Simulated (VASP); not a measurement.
Write the native input for VASP 6.6.1 that does the following.

| Item | Value |
| --- | --- |
| Task | single point |
| Functional | RPBE |
| Dispersion | D4 |
| Potentials or basis | VASP PAW PBE potentials, release 64 (Si, C) |
| Cutoff | 600 eV |
| k mesh | 10 × 10 × 10 |
| Occupations | fermi-dirac, width 0.05 eV |
| Spin | no spin polarisation |
| Dipole correction | no |
| Further INCAR settings | ALGO = Normal; EDIFF = 1e-06; NBANDS = 11 |

The structure of SiC (Moissanite 3C) lies in POSCAR:

```
SiC
1.0
    0.0000000000      2.1345181309      2.1345181309
    2.1345181309      0.0000000000      2.1345181309
    2.1345181309      2.1345181309      0.0000000000
Si C
1 1
Direct
    0.0000000000      0.0000000000      0.0000000000
    0.7500000000      0.7500000000      0.7500000000
```

These files were run (other wordings do the same):

INCAR

```
PREC = Accurate ; ENCUT = 600
EDIFF = 1E-6 ; ISMEAR = -1
SIGMA = 0.05 ; LREAL = False
LASPH = True ; NELM = 120
ALGO = Normal ; ISIF = 2
LWAVE = False ; LCHARG = True
GGA = RP ; IVDW = 13
LELF = True ; LVHAR = True
NBANDS = 11 ; GGA_COMPAT = False
```

KPOINTS

```
regular mesh
0
Gamma
  10 10 10
```

Potentials or basis: VASP PAW PBE potentials, release 64 (Si, C).

Command:

```console
$ cat potpaw_PBE.64/Si/POTCAR potpaw_PBE.64/C/POTCAR > POTCAR
$ mpirun -np 1 vasp_std > vasp.out
```

It gave:

```json
{
 "Pressure": "10.3 GPa",
 "Band gap on the k mesh": "1.30 eV, indirect (least direct gap 4.59 eV)",
 "Dispersion energy per atom": "-0.756 eV"
}
```

Caveat: the PAW data sets were made with another functional, which shifts forces and pressure a little.

Wall time 9 s on 1 thread of Intel(R) Xeon(R) Platinum 8488C (Sapphire Rapids) (shared host), peak memory 0.14 GiB.
